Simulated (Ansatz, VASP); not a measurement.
**One calculation of Al3GaSb4, two programs**

```
CELL_PARAMETERS angstrom
6.14663 0.00000 0.00000
0.00000 6.14663 0.00000
0.00000 0.00000 6.14663
ATOMIC_POSITIONS crystal
Al 0.50000 0.50000 0.00000
Al 0.50000 0.00000 0.50000
Al 0.00000 0.50000 0.50000
Ga 0.00000 0.00000 0.00000
Sb 0.75064 0.75064 0.24936
Sb 0.75064 0.24936 0.75064
Sb 0.24936 0.75064 0.75064
Sb 0.24936 0.24936 0.24936
```

Alike in both runs: functional PBEsol; k mesh 6 × 6 × 6; no spin polarisation.

Ansatz relaxed the structure, and its values are those at the end. VASP's run is a single point on that final structure, the one shown.

|  | VASP | Ansatz |
| --- | --- | --- |
| version | VASP 6.6.1 | Ansatz 0.2.0 |
| potentials or method | VASP PAW PBE potentials, release 64 (Al, Ga_d, Sb), cutoff 520 eV | scalar-relativistic, plane waves, PAW |
| occupations | gaussian, width 0.01 eV | fixed |
| valence electrons in the cell | 42 | 82 |

Ansatz gave:

| Property | Result |
| --- | --- |
| gap on the k mesh at the Fermi level (eV) | 0.43 |
| least direct gap on the mesh (eV) | 0.67 |
| pressure (GPa) | 0.0 |
| rms of the force components (eV/Å) | 0.000 |

Question: What did VASP give for the same quantities?

Answer: gap on the k mesh at the Fermi level (eV): 0.43; least direct gap on the mesh (eV): 0.66; pressure (GPa): 0.3; rms of the force components (eV/Å): 0.008.

VASP's potentials were made for PBE, not for PBEsol. VASP's potentials hold 42 valence electrons a cell and Ansatz's 82, so a difference there can come from the potentials and not from the codes.

Spin-orbit coupling is off throughout.
